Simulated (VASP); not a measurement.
# Mn (Im-3m) in VASP: single point with PBEsol

Aim: the single point of Mn with PBEsol.

Everything below comes from runs of VASP 6.6.1. Logs are shortened: lines on timing, memory, paths and dates and some standing lists are left out, and cuts for length are marked.

**1. The cell of the first run**

The structure is cubic, space group Im-3m (No. 229). The conventional cell has a = 3.081 Å, b = 3.081 Å, c = 3.081 Å, α = 90.00°, β = 90.00°, γ = 90.00°. Within 3.5 Å of Mn (site symmetry m-3m) lie 14 Mn at 2.67 to 3.08 Å.

**2. Single point, PBEsol, collinear spin, ferromagnetic start**

Contents of INCAR:

```
  ALGO = Normal
  EDIFF = 1E-7
  ENCUT = 520
  GGA = PS
  ISIF = 2
  ISMEAR = 0
  ISPIN = 2
  LASPH = True
  LCHARG = False
  LMAXMIX = 4
  LORBIT = 11
  LREAL = False
  LWAVE = False
  MAGMOM = 4
  NBANDS = 16
  NELM = 150
  PREC = Accurate
  SIGMA = 0.05
```

Contents of KPOINTS:

```
k-points
0
Gamma
  18 18 18
```

Contents of POSCAR:

```
Mn
1.0
   -1.5405000000      1.5405000000      1.5405000000
    1.5405000000     -1.5405000000      1.5405000000
    1.5405000000      1.5405000000     -1.5405000000
Mn
1
Direct
    0.0000000000      0.0000000000      0.0000000000
```

Potentials or basis: VASP PAW PBE potentials, release 64 (Mn_pv).

Run with:

```console
$ cat potpaw_PBE.64/Mn_pv/POTCAR > POTCAR
$ mpirun -np 1 vasp_std > vasp.out
```

OUTCAR:

```text
EDIFF = 1E-7
   ENCUT = 520
   GGA = PS
   ISIF = 2
   ISMEAR = 0
   ISPIN = 2
   LASPH = True
   LORBIT = 11
   LREAL = False
   NELM = 150
   PREC = Accurate

 ion  position               nearest neighbor table
   1  0.000  0.000  0.000-

  LATTYP: Found a body centered cubic cell.
 ALAT       =     3.0810000000

  Lattice vectors:

 A1 = (  -1.5405000000,   1.5405000000,   1.5405000000)
 A2 = (   1.5405000000,  -1.5405000000,   1.5405000000)
 A3 = (   1.5405000000,   1.5405000000,  -1.5405000000)

Analysis of symmetry for initial positions (statically):
=====================================================================
 Subroutine PRICEL returns:
 Original cell was already a primitive cell.

 Routine SETGRP: Setting up the symmetry group for a
 body centered cubic supercell.

 Subroutine GETGRP returns: Found 48 space group operations
 (whereof 48 operations were pure point group operations)
 out of a pool of 48 trial point group operations.

The static configuration has the point symmetry O_h .

Analysis of symmetry for dynamics (positions and initial velocities):
=====================================================================
 Subroutine PRICEL returns:
 Original cell was already a primitive cell.

 Routine SETGRP: Setting up the symmetry group for a
 body centered cubic supercell.

 Subroutine GETGRP returns: Found 48 space group operations
 (whereof 48 operations were pure point group operations)
 out of a pool of 48 trial point group operations.

The dynamic configuration has the point symmetry O_h .

Analysis of structural, dynamic, and magnetic symmetry:
=====================================================================
 Subroutine PRICEL returns:
 Original cell was already a primitive cell.

 Routine SETGRP: Setting up the symmetry group for a
 body centered cubic supercell.

 Subroutine GETGRP returns: Found 48 space group operations
 (whereof 48 operations were pure point group operations)
 out of a pool of 48 trial point group operations.

The overall configuration has the point symmetry O_h .

 Subroutine INISYM returns: Found 48 space group operations
 (whereof 48 operations are pure point group operations),
 and found     1 'primitive' translations

----------------------------------------------------------------------------------------

                                     Primitive cell

  volume of cell :      14.6233
[... 95 lines left out ...]
   POTIM  = 0.5000    time-step for ionic-motion
   TEBEG  =    0.0;   TEEND  =   0.0 temperature during run
   PSTRESS=    0.0 pullay stress
   NELECT =      13.0000    total number of electrons
   NUPDOWN=      -1.0000    fix difference up-down
   EMIN   =  10.00;   EMAX   =-10.00  energy-range for DOS
   EFERMI =   0.00;   METHOD = LEGACY
   ISMEAR =     0;   SIGMA  =   0.05  broadening in eV -4-tet -1-fermi 0-gaus
   EFERMI_NEDOS =   21; number of points for ismear=-14 and -15
   IALGO  =     38    algorithm
   IMIX   =      4    mixing-type and parameters
     AMIX     =   0.40;   BMIX     =  1.00
     AMIX_MAG =   1.60;   BMIX_MAG =  1.00
  volume/ion in A,a.u.               =      14.62        98.68
  Fermi-wavevector in a.u.,A,eV,Ry     =   1.574131  2.974677 33.713725  2.477889
  Thomas-Fermi vector in A             =   2.675311
   LORBIT       =     11    0 simple, 1 ext, 2 COOP (PROOUT), +10 PAW based schemes
   GGA     = PS    functional components
   LHFCALC =     F    Hartree Fock is set to
   AEXX    =    0.0000 exact exchange contribution
   IVDW    =     0    specifies the selected vdW correction
   LEPSILON=     F    determine dielectric tensor
   LRPA    =     F    only Hartree local field effects (RPA)
 spin polarized calculation
 Gauss-broadening in eV      SIGMA  =   0.05
  energy-cutoff  :      520.00
  volume of cell :       14.62
 maximum number of plane-waves:       410
   NGX =  9   NGY =  9   NGZ =  9

 number of electron      12.9999990 magnetization       2.8825531

 Free energy of the ion-electron system (eV)
  ---------------------------------------------------
  ext. energy  EPLUGINS =         0.00000000
  ---------------------------------------------------
  free energy    TOTEN  =        -8.85771806 eV

  energy without entropy =       -8.85501496  energy(sigma->0) =       -8.85636651

 E-fermi :   6.7897     XC(G=0): -12.3254

 val. band max:        6.7852481715   @ k =   0.2778   0.0556   0.0000
 cond. band min:       6.7932217384   @ k =  -0.3333   0.5000   0.1667
 fundamental gap:      0.0079735669
 Fermi energy:         6.7897475672

 spin component 1

 k-point     1 :       0.0000    0.0000    0.0000
  band No.  band energies     occupation
      1     -41.7892      1.00000
      2     -41.7892      1.00000
      3     -41.7892      1.00000
      4      -0.6415      1.00000
      5       5.0494      1.00000
      6       5.0494      1.00000
[... 435 lines left out ...]
      5       4.2104      1.00000
      6       5.5765      1.00000
[... 8 lines left out ...]
     15      34.1381      0.00000
     16      36.9672      0.00000

 [... further k-points ...]

 spin component 2

 k-point     1 :       0.0000    0.0000    0.0000
  band No.  band energies     occupation
      1     -38.7927      1.00000
      2     -38.7927      1.00000
      3     -38.7927      1.00000
      4      -0.0153      1.00000
      5       7.5521      0.00000
      6       7.5521      0.00000
[... 435 lines left out ...]
      5       6.4793      1.00000
      6       7.0375      0.00000
[... 8 lines left out ...]
     15      34.7543      0.00000
     16      40.0068      0.00000

 [... further k-points ...]
[... 5 lines left out ...]
  --------------------------------------------------------------------------------------
  -------------------------------------------------------------------------------------
  Total       -1.7881372     -1.7881372     -1.7881372     -0.0000000     -0.0000000      0.0000000
  in kB     -195.9143809   -195.9143809   -195.9143809     -0.0000000     -0.0000000      0.0000000
  external PRESSURE =    -195.9143809 kB  Pullay stress =       0.0000000 kB

 VOLUME and BASIS-vectors are now :
 -----------------------------------------------------------------------------
  energy-cutoff  :      520.00
  volume of cell :       14.62
      direct lattice vectors                 reciprocal lattice vectors
    -1.540500000  1.540500000  1.540500000     0.000000000  0.324569945  0.324569945
     1.540500000 -1.540500000  1.540500000     0.324569945  0.000000000  0.324569945
     1.540500000  1.540500000 -1.540500000     0.324569945  0.324569945  0.000000000

 POSITION                                       TOTAL-FORCE (eV/Angst)
 -----------------------------------------------------------------------------------
      0.00000      0.00000      0.00000        -0.000000      0.000000      0.000000
 -----------------------------------------------------------------------------------
    total drift:                                0.000000     -0.000000      0.000000

  FREE ENERGIE OF THE ION-ELECTRON SYSTEM (eV)
  ---------------------------------------------------
  free  energy   TOTEN  =        -8.8577180568 eV

  energy  without entropy=       -8.8550149551  energy(sigma->0) =       -8.85636651

 total charge

# of ion       s       p       d       tot
------------------------------------------
    1        0.331   6.235   4.992  11.558

 magnetization (x)

# of ion       s       p       d       tot
------------------------------------------
    1       -0.007   0.005   2.805   2.803
```

OSZICAR:

```text
N       E                     dE             d eps       ncg     rms          rms(c)
DAV:   1     0.899894400358E+02    0.89989E+02   -0.71935E+03 12632   0.990E+02
DAV:   2    -0.759078666027E+01   -0.97580E+02   -0.92261E+02 13472   0.267E+02
DAV:   3    -0.977124848080E+01   -0.21805E+01   -0.21755E+01 14920   0.430E+01
DAV:   4    -0.978320365675E+01   -0.11955E-01   -0.11955E-01 15048   0.315E+00
DAV:   5    -0.978333214570E+01   -0.12849E-03   -0.12849E-03 15152   0.317E-01    0.124E+01
DAV:   6    -0.886341228240E+01    0.91992E+00   -0.30746E+00 16248   0.287E+01    0.565E+00
DAV:   7    -0.885740318864E+01    0.60091E-02   -0.28775E-01 16016   0.733E+00    0.241E+00
DAV:   8    -0.885850421941E+01   -0.11010E-02   -0.65290E-03 15016   0.760E-01    0.879E-01
DAV:   9    -0.885607805265E+01    0.24262E-02   -0.21703E-03 16360   0.496E-01    0.490E-01
DAV:  10    -0.885689271401E+01   -0.81466E-03   -0.54782E-04 15976   0.341E-01    0.329E-01
DAV:  11    -0.885748505259E+01   -0.59234E-03   -0.45306E-04 17536   0.230E-01    0.217E-01
DAV:  12    -0.885772170027E+01   -0.23665E-03   -0.43099E-04 16712   0.204E-01    0.757E-02
DAV:  13    -0.885771779685E+01    0.39034E-05   -0.27637E-05 15328   0.563E-02    0.184E-02
DAV:  14    -0.885771776499E+01    0.31870E-07   -0.17962E-06 16336   0.148E-02    0.552E-03
DAV:  15    -0.885771839403E+01   -0.62904E-06   -0.33293E-07 15712   0.429E-03    0.188E-03
DAV:  16    -0.885771807096E+01    0.32307E-06   -0.12789E-08  7632   0.979E-04    0.671E-04
DAV:  17    -0.885771805684E+01    0.14116E-07   -0.41466E-09  6592   0.493E-04
   1 F= -.88577181E+01 E0= -.88563665E+01  d E =-.270310E-02  mag=     2.8825
```

Run time: 76 s. Hardware: 1 thread of Intel Xeon Platinum 8259CL at 2.50GHz (Skylake/Cascade Lake), shared host; peak memory 0.18 GiB.

What came out:

```yaml
Free_energy: -8.8577 eV
Pressure: -19.6 GPa
Net_moment: 2.88 μB per cell
Site_moments: Mn +2.80 μB
Valence_electrons_inside_the_program's_atomic_spheres: Mn 11.56
```

Caveat: the PAW data sets were made with another functional, which shifts forces and pressure a little.
